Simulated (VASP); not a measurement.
# Te3MoPt (Pm-3m) in VASP: a series of runs

The runs below take Te3MoPt through single point, relaxation of cell and atoms, with PBE.

Program: VASP 6.6.1. These are calculated values, not measurements. Logs are shortened: lines on timing, memory, paths and dates and some standing lists are left out, and cuts for length are marked.

## 1. The cell of the first run

The structure is cubic, space group Pm-3m (No. 221). Conventional cell: a = 5.211 Å, b = 5.211 Å, c = 5.211 Å, α = 90.00°, β = 90.00°, γ = 90.00°. Te (site symmetry 4/mmm) has 2 Mo at 2.61 Å within 3.4 Å. Within 3.4 Å of Mo (site symmetry m-3m) lie 6 Te at 2.61 Å. Within 4.8 Å of Pt (site symmetry m-3m) lie 12 Te at 3.69 Å and 8 Mo at 4.51 Å.

## 2. Single point, PBE

File INCAR:

```
PREC = Accurate
ENCUT = 520
EDIFF = 1E-6
ISMEAR = 0
SIGMA = 0.1
LREAL = False
LASPH = True
NELM = 100
ALGO = Normal
ISIF = 2
LWAVE = False
LCHARG = False
GGA = PE
NBANDS = 29
```

File KPOINTS:

```
Automatic mesh
0
Gamma
  4 4 4
```

File POSCAR:

```
Te3MoPt
1.0
    5.2114431654      0.0000000000      0.0000000000
    0.0000000000      5.2114431654      0.0000000000
    0.0000000000      0.0000000000      5.2114431654
Te Mo Pt
3 1 1
Direct
    0.0000000000      0.5000000000      0.5000000000
    0.5000000000      0.0000000000      0.5000000000
    0.5000000000      0.5000000000      0.0000000000
    0.5000000000      0.5000000000      0.5000000000
    0.0000000000      0.0000000000      0.0000000000
```

Potentials or basis: VASP PAW PBE potentials, release 64 (Te, Mo_sv, Pt).

Command:

```
cat potpaw_PBE.64/Te/POTCAR potpaw_PBE.64/Mo_sv/POTCAR potpaw_PBE.64/Pt/POTCAR > POTCAR
mpirun -np 1 vasp_std > vasp.out
```

OUTCAR:

```text
PREC = Accurate
   ENCUT = 520
   EDIFF = 1E-6
   ISMEAR = 0
   LREAL = False
   LASPH = True
   NELM = 100
   ISIF = 2
   GGA = PE

 ion  position               nearest neighbor table
   1  0.000  0.500  0.500-   4 2.61   4 2.61
   2  0.500  0.000  0.500-   4 2.61   4 2.61
   3  0.500  0.500  0.000-   4 2.61   4 2.61
   4  0.500  0.500  0.500-   1 2.61   2 2.61   3 2.61   3 2.61   2 2.61   1 2.61
   5  0.000  0.000  0.000-

  LATTYP: Found a simple cubic cell.
 ALAT       =     5.2114431654

  Lattice vectors:

 A1 = (   5.2114431654,   0.0000000000,   0.0000000000)
 A2 = (   0.0000000000,   5.2114431654,   0.0000000000)
 A3 = (   0.0000000000,   0.0000000000,   5.2114431654)

Analysis of symmetry for initial positions (statically):
=====================================================================
 Subroutine PRICEL returns:
 Original cell was already a primitive cell.

 Routine SETGRP: Setting up the symmetry group for a
 simple cubic supercell.

 Subroutine GETGRP returns: Found 48 space group operations
 (whereof 48 operations were pure point group operations)
 out of a pool of 48 trial point group operations.

The static configuration has the point symmetry O_h .

Analysis of symmetry for dynamics (positions and initial velocities):
=====================================================================
 Subroutine PRICEL returns:
 Original cell was already a primitive cell.

 Routine SETGRP: Setting up the symmetry group for a
 simple cubic supercell.

 Subroutine GETGRP returns: Found 48 space group operations
 (whereof 48 operations were pure point group operations)
 out of a pool of 48 trial point group operations.

The dynamic configuration has the point symmetry O_h .

 Subroutine INISYM returns: Found 48 space group operations
 (whereof 48 operations are pure point group operations),
 and found     1 'primitive' translations

----------------------------------------------------------------------------------------

                                     Primitive cell

  volume of cell :     141.5383

  direct lattice vectors                    reciprocal lattice vectors
     5.211443165  0.000000000  0.000000000     0.191885428  0.000000000  0.000000000
     0.000000000  5.211443165  0.000000000     0.000000000  0.191885428  0.000000000
[... 74 lines left out ...]
   ENCUT  =  520.0 eV  38.22 Ry    6.18 a.u.   9.69  9.69  9.69*2*pi/ulx,y,z
   NELM   =    100;   NELMIN=  2; NELMDL= -5     # of ELM steps
   EDIFF  = 0.1E-05   stopping-criterion for ELM
   LREAL  =      F    real-space projection
   EDIFFG = 0.1E-04   stopping-criterion for IOM
   NSW    =      0    number of steps for IOM
   IBRION =     -1    ionic relax: 0-MD 1-quasi-New 2-CG
   NFREE  =      0    steps in history (QN), initial steepest desc. (CG)
   ISIF   =      2    stress and relaxation
   ISYM   =      2    0-nonsym 1-usesym 2-fastsym
   POTIM  = 0.5000    time-step for ionic-motion
   TEBEG  =    0.0;   TEEND  =   0.0 temperature during run
   PSTRESS=    0.0 pullay stress
   NELECT =      42.0000    total number of electrons
   NUPDOWN=      -1.0000    fix difference up-down
   EMIN   =  10.00;   EMAX   =-10.00  energy-range for DOS
   EFERMI =   0.00;   METHOD = LEGACY
   ISMEAR =     0;   SIGMA  =   0.10  broadening in eV -4-tet -1-fermi 0-gaus
   EFERMI_NEDOS =   21; number of points for ismear=-14 and -15
   IALGO  =     38    algorithm
   IMIX   =      4    mixing-type and parameters
     AMIX     =   0.40;   BMIX     =  1.00
     AMIX_MAG =   1.60;   BMIX_MAG =  1.00
  volume/ion in A,a.u.               =      28.31       191.03
  Fermi-wavevector in a.u.,A,eV,Ry     =   1.091943  2.063473 16.222760  1.192339
  Thomas-Fermi vector in A             =   2.228198
   LORBIT       =      0    0 simple, 1 ext, 2 COOP (PROOUT), +10 PAW based schemes
   GGA     = PE    functional components
   LHFCALC =     F    Hartree Fock is set to
   AEXX    =    0.0000 exact exchange contribution
   IVDW    =     0    specifies the selected vdW correction
   LEPSILON=     F    determine dielectric tensor
   LRPA    =     F    only Hartree local field effects (RPA)
 non-spin polarized calculation
 Gauss-broadening in eV      SIGMA  =   0.10
  energy-cutoff  :      520.00
  volume of cell :      141.54
 maximum number of plane-waves:      3840
 NGX is ok and might be reduce to    40
   NGX = 19   NGY = 19   NGZ = 19

 number of electron      41.9999997 magnetization

 Free energy of the ion-electron system (eV)
  ---------------------------------------------------
  ext. energy  EPLUGINS =         0.00000000
  ---------------------------------------------------
  free energy    TOTEN  =       -21.88357845 eV

  energy without entropy =      -21.84945719  energy(sigma->0) =      -21.86651782

 E-fermi :   6.3189     XC(G=0):  -9.8775

 val. band max:        6.2081088537   @ k =   0.0000   0.0000   0.0000
 cond. band min:       6.3274761749   @ k =   0.5000   0.2500   0.2500
 fundamental gap:      0.1193673211
 Fermi energy:         6.3188892035

 k-point     1 :       0.0000    0.0000    0.0000
  band No.  band energies     occupation
      1     -55.0144      2.00000
      2     -29.2010      2.00000
      3     -29.2010      2.00000
      4     -29.2010      2.00000
      5      -6.4842      2.00000
      6      -4.7016      2.00000
[... 309 lines left out ...]
     28      12.1200      0.00000
     29      12.6504      0.00000

------------------------ aborting loop because EDIFF is reached ----------------------------------------

  FORCE on cell =-STRESS in cart. coord.  units (eV):
  Direction    XX          YY          ZZ          XY          YZ          ZX
  --------------------------------------------------------------------------------------
  -------------------------------------------------------------------------------------
  Total       -0.1442213     -0.1442213     -0.1442213      0.0000000      0.0000000     -0.0000000
  in kB       -1.6325480     -1.6325480     -1.6325480      0.0000000      0.0000000     -0.0000000
  external PRESSURE =      -1.6325480 kB  Pullay stress =       0.0000000 kB

 VOLUME and BASIS-vectors are now :
 -----------------------------------------------------------------------------
  energy-cutoff  :      520.00
  volume of cell :      141.54
      direct lattice vectors                 reciprocal lattice vectors
     5.211443165  0.000000000  0.000000000     0.191885428  0.000000000  0.000000000
     0.000000000  5.211443165  0.000000000     0.000000000  0.191885428  0.000000000
     0.000000000  0.000000000  5.211443165     0.000000000  0.000000000  0.191885428

 POSITION                                       TOTAL-FORCE (eV/Angst)
 -----------------------------------------------------------------------------------
      0.00000      2.60572      2.60572         0.000000      0.000000      0.000000
      2.60572      0.00000      2.60572         0.000000      0.000000      0.000000
      2.60572      2.60572      0.00000         0.000000      0.000000      0.000000
      2.60572      2.60572      2.60572         0.000000      0.000000      0.000000
      0.00000      0.00000      0.00000         0.000000      0.000000      0.000000
 -----------------------------------------------------------------------------------
    total drift:                                0.000000      0.000000     -0.000000

  FREE ENERGIE OF THE ION-ELECTRON SYSTEM (eV)
  ---------------------------------------------------
  free  energy   TOTEN  =       -21.8835784492 eV

  energy  without entropy=      -21.8494571873  energy(sigma->0) =      -21.86651782
```

OSZICAR:

```text
N       E                     dE             d eps       ncg     rms          rms(c)
DAV:   1     0.246927324311E+03    0.24693E+03   -0.20445E+04   668   0.126E+03
DAV:   2    -0.913499580526E+01   -0.25606E+03   -0.24827E+03   720   0.265E+02
DAV:   3    -0.221979547242E+02   -0.13063E+02   -0.12517E+02   676   0.526E+01
DAV:   4    -0.225027065418E+02   -0.30475E+00   -0.30381E+00   664   0.845E+00
DAV:   5    -0.225096766764E+02   -0.69701E-02   -0.69693E-02   718   0.131E+00    0.167E+01
DAV:   6    -0.236629440036E+02   -0.11533E+01   -0.15086E+01   615   0.135E+01    0.144E+01
DAV:   7    -0.222525161096E+02    0.14104E+01   -0.19892E+01   616   0.134E+01    0.718E+00
DAV:   8    -0.219781627914E+02    0.27435E+00   -0.91804E-01   615   0.456E+00    0.358E+00
DAV:   9    -0.218916000015E+02    0.86563E-01   -0.31983E-01   590   0.300E+00    0.103E+00
DAV:  10    -0.218845022345E+02    0.70978E-02   -0.24304E-02   658   0.665E-01    0.643E-01
DAV:  11    -0.218845779369E+02   -0.75702E-04   -0.17286E-02   623   0.464E-01    0.315E-01
DAV:  12    -0.218836607497E+02    0.91719E-03   -0.39189E-03   635   0.249E-01    0.141E-01
DAV:  13    -0.218836766055E+02   -0.15856E-04   -0.10867E-04   635   0.493E-02    0.908E-02
DAV:  14    -0.218835805395E+02    0.96066E-04   -0.44817E-04   639   0.660E-02    0.158E-02
DAV:  15    -0.218835784958E+02    0.20437E-05   -0.16726E-05   637   0.167E-02    0.776E-03
DAV:  16    -0.218835784492E+02    0.46667E-07   -0.25931E-07   365   0.263E-03
   1 F= -.21883578E+02 E0= -.21866518E+02  d E =-.341213E-01
```

stdout:

```text
POSCAR found type information on POSCAR TeMoPt
 POSCAR found :  3 types and       5 ions
 scaLAPACK will be used
 LDA part: xc-table for (Slater+PW92), standard interpolation
 POSCAR, INCAR and KPOINTS ok, starting setup
 FFT: planning ... GRIDC
 FFT: planning ... GRID_SOFT
 FFT: planning ... GRID
 WAVECAR not read
 entering main loop
```

Wall time 39 s (1 thread of AMD EPYC 7R43 (Zen 3), shared host); peak memory 0.23 GiB.

What came out:

```
Free energy            : -21.8836 eV
Pressure               : -0.2 GPa
Band gap on the k mesh : zero (band 21 reaches 6.79 eV, above the bottom of band 22 at 5.36 eV)
```

Caveat: spin-orbit coupling is left out, which moves the levels of the heavy elements.

## 3. Single point, PBE

This run uses another cell than the first one, of 28.18 Å³/atom, 0.995 times its volume.

File INCAR:

```
SYSTEM = Te3MoPt
PREC     = Accurate       ! precision mode
ENCUT    = 520            ! plane-wave cutoff, eV
EDIFF    = 1E-7           ! SCF threshold, eV
ISMEAR   = 0              ! smearing method
SIGMA    = 0.1            ! smearing width, eV
LREAL    = .False.        ! projectors in reciprocal space
LASPH    = .True.         ! aspherical terms in the spheres
NELM     = 100            ! most SCF steps
ALGO     = Normal         ! electronic algorithm
ISIF     = 2              ! what is computed and relaxed
LWAVE    = .False.        ! write WAVECAR
LCHARG   = .False.        ! write CHGCAR
GGA      = PE             ! functional
NBANDS   = 29             ! bands
```

File KPOINTS:

```
regular mesh
0
Gamma
  8 8 8
  0 0 0
```

Changes to POSCAR since step 2:

```diff
@@ -2,5 +2,5 @@
 1.0
-    5.2114431654      0.0000000000      0.0000000000
-    0.0000000000      5.2114431654      0.0000000000
-    0.0000000000      0.0000000000      5.2114431654
+    5.2033037266      0.0000000000      0.0000000000
+    0.0000000000      5.2033037266      0.0000000000
+    0.0000000000      0.0000000000      5.2033037266
 Te Mo Pt
```

Potentials or basis: VASP PAW PBE potentials, release 64 (Te, Mo_sv, Pt).

Command:

```
cat potpaw_PBE.64/Te/POTCAR potpaw_PBE.64/Mo_sv/POTCAR potpaw_PBE.64/Pt/POTCAR > POTCAR
mpirun -np 1 vasp_std > vasp.out
```

OUTCAR:

```text
SYSTEM = Te3MoPt
   PREC = Accurate
   ENCUT = 520
   EDIFF = 1E-7
   ISMEAR = 0
   LREAL = .False.
   LASPH = .True.
   NELM = 100
   ISIF = 2
   GGA = PE

 ion  position               nearest neighbor table
   1  0.000  0.500  0.500-   4 2.60   4 2.60   2 3.68   3 3.68   2 3.68   2 3.68   3 3.68   3 3.68
                             3 3.68   2 3.68
   2  0.500  0.000  0.500-   4 2.60   4 2.60   1 3.68   3 3.68   1 3.68   3 3.68   3 3.68   3 3.68
                             1 3.68   1 3.68
   3  0.500  0.500  0.000-   4 2.60   4 2.60   1 3.68   1 3.68   2 3.68   2 3.68   2 3.68   2 3.68
                             1 3.68   1 3.68
   4  0.500  0.500  0.500-   1 2.60   2 2.60   3 2.60   3 2.60   2 2.60   1 2.60
   5  0.000  0.000  0.000-

  LATTYP: Found a simple cubic cell.
 ALAT       =     5.2033037266

  Lattice vectors:

 A1 = (   5.2033037266,   0.0000000000,   0.0000000000)
 A2 = (   0.0000000000,   5.2033037266,   0.0000000000)
 A3 = (   0.0000000000,   0.0000000000,   5.2033037266)

Analysis of symmetry for initial positions (statically):
=====================================================================
 Subroutine PRICEL returns:
 Original cell was already a primitive cell.

[... 172 lines left out ...]
  free energy    TOTEN  =       -22.00924045 eV

  energy without entropy =      -21.97675239  energy(sigma->0) =      -21.99299642

 E-fermi :   6.3542     XC(G=0):  -9.9034

 val. band max:        6.3516242602   @ k =   0.3750   0.1250   0.1250
 cond. band min:       6.3698362263   @ k =   0.2500   0.1250   0.0000
 fundamental gap:      0.0182119662
 Fermi energy:         6.3541843053

 k-point     1 :       0.0000    0.0000    0.0000
  band No.  band energies     occupation
      1     -54.8850      2.00000
      2     -29.0803      2.00000
      3     -29.0803      2.00000
      4     -29.0803      2.00000
      5      -6.4835      2.00000
      6      -4.6899      2.00000
[... 757 lines left out ...]
     28      11.1287      0.00000
     29      12.2896      0.00000

 [... further k-points ...]
[... 5 lines left out ...]
  --------------------------------------------------------------------------------------
  -------------------------------------------------------------------------------------
  Total       -0.0895387     -0.0895387     -0.0895387      0.0000000      0.0000000     -0.0000000
  in kB       -1.0183187     -1.0183187     -1.0183187      0.0000000      0.0000000     -0.0000000
  external PRESSURE =      -1.0183187 kB  Pullay stress =       0.0000000 kB

 VOLUME and BASIS-vectors are now :
 -----------------------------------------------------------------------------
  energy-cutoff  :      520.00
  volume of cell :      140.88
      direct lattice vectors                 reciprocal lattice vectors
     5.203303727  0.000000000  0.000000000     0.192185591  0.000000000  0.000000000
     0.000000000  5.203303727  0.000000000     0.000000000  0.192185591  0.000000000
     0.000000000  0.000000000  5.203303727     0.000000000  0.000000000  0.192185591

 POSITION                                       TOTAL-FORCE (eV/Angst)
 -----------------------------------------------------------------------------------
      0.00000      2.60165      2.60165         0.000000      0.000000      0.000000
      2.60165      0.00000      2.60165         0.000000      0.000000      0.000000
      2.60165      2.60165      0.00000         0.000000      0.000000      0.000000
      2.60165      2.60165      2.60165         0.000000      0.000000      0.000000
      0.00000      0.00000      0.00000         0.000000      0.000000      0.000000
 -----------------------------------------------------------------------------------
    total drift:                                0.000000      0.000000     -0.000000

  FREE ENERGIE OF THE ION-ELECTRON SYSTEM (eV)
  ---------------------------------------------------
  free  energy   TOTEN  =       -22.0092404540 eV

  energy  without entropy=      -21.9767523947  energy(sigma->0) =      -21.99299642
```

Wall time 2.2 min (1 thread of AMD EPYC 7R43 (Zen 3), shared host); peak memory 0.3 GiB.

Results:

| Property | Result |
| --- | --- |
| Free energy | -22.0092 eV |
| Pressure | -0.1 GPa |
| Band gap on the k mesh | zero (band 21 reaches 6.88 eV, above the bottom of band 22 at 5.45 eV) |

Caveat: spin-orbit coupling is left out, which moves the levels of the heavy elements.

## 4. Relaxation of cell and atoms, PBE

File INCAR:

```
PREC = Accurate
ENCUT = 600
EDIFF = 1E-6
ISMEAR = 0
SIGMA = 0.1
LREAL = F
LASPH = T
NELM = 100
ALGO = Normal
ISIF = 3
LWAVE = F
LCHARG = F
GGA = PE
IBRION = 2
NSW = 100
EDIFFG = -0.01
```

File KPOINTS:

```
regular mesh
0
Gamma
  8 8 8
```

Changes to POSCAR since step 3:

```diff
@@ -2,5 +2,5 @@
 1.0
-    5.2033037266      0.0000000000      0.0000000000
-    0.0000000000      5.2033037266      0.0000000000
-    0.0000000000      0.0000000000      5.2033037266
+    5.2114431654      0.0000000000      0.0000000000
+    0.0000000000      5.2114431654      0.0000000000
+    0.0000000000      0.0000000000      5.2114431654
 Te Mo Pt
```

Command:

```
cat potpaw_PBE.64/Te/POTCAR potpaw_PBE.64/Mo_sv/POTCAR potpaw_PBE.64/Pt/POTCAR > POTCAR
mpirun -np 1 vasp_std > vasp.out
```

Wall time 4.4 min (1 thread of AMD EPYC 7R43 (Zen 3), shared host); peak memory 0.34 GiB.

The run converged. Its results:

* Free energy: -22.0097 eV
* Relaxed volume: 28.13 Å³/atom
* Relaxed cell: a = 5.201 Å, b = 5.201 Å, c = 5.201 Å, α = 90.00°, β = 90.00°, γ = 90.00°
* Space group after relaxing (to 0.05 Å): Pm-3m (No. 221)
* Energy gained by relaxing: 0.2 meV/atom
* Ionic steps: 3
* Pressure after relaxing: 0.0 GPa

Step by step:
```
step  energy change (eV)  largest force (eV/Å)  pressure (GPa)  volume (Å³)
   1              0.0000                0.0000           -0.43       141.54
   2             -0.0005                0.0000            0.33       139.99
   3             -0.0011                0.0000            0.01       140.67
```

Final structure:
```
Te Mo Pt
1.0
     5.20071    0.00000    0.00000
     0.00000    5.20071    0.00000
     0.00000    0.00000    5.20071
Te Mo Pt
3 1 1
Cartesian
  0.0000 2.6004 2.6004
  2.6004 0.0000 2.6004
  2.6004 2.6004 0.0000
  2.6004 2.6004 2.6004
  0.0000 0.0000 0.0000
```

Levels at points of the mesh, in eV from the Fermi level:
```csv
k point,band 19,band 20,band 21,band 22,band 23,band 24
"(0.00, 0.00, 0.00)",-1.01,-0.91,-0.91,-0.91,-0.11,-0.11
"(0.50, 0.00, 0.00)",-0.99,-0.07,0.23,0.23,0.41,0.94
"(0.50, 0.50, 0.00)",-0.85,-0.85,-0.48,0.98,1.12,1.35
"(0.50, 0.50, 0.50)",-0.97,0.53,0.53,0.53,0.75,0.75
```

Caveat: the bands computed are all filled at some k points, so no gap is given; spin-orbit coupling is left out, which moves the levels of the heavy elements.

## 5. Summary

| task | cell | k mesh | cutoff (eV) | gap on the mesh (eV) | pressure (GPa) |
| --- | --- | --- | --- | --- | --- |
| single point | a = 5.211 Å, 5 atoms | 4 × 4 × 4 | 520 | none | -0.2 |
| single point | a = 5.203 Å, 5 atoms | 8 × 8 × 8 | 520 | none | -0.1 |
| relaxation of cell and atoms | relaxed from a = 5.211 Å, 5 atoms | 8 × 8 × 8 | 600 | - | 0.0 |

Alike in all rows: level PBE; potentials or basis VASP PAW PBE potentials, release 64 (Te, Mo_sv, Pt); no spin polarisation; smearing gaussian 0.1 eV.

Caveats: spin-orbit coupling is left out, which moves the levels of the heavy elements; the bands computed are all filled at some k points, so no gap is given (some runs).

Absolute energies hang on the potentials; compare differences alone.
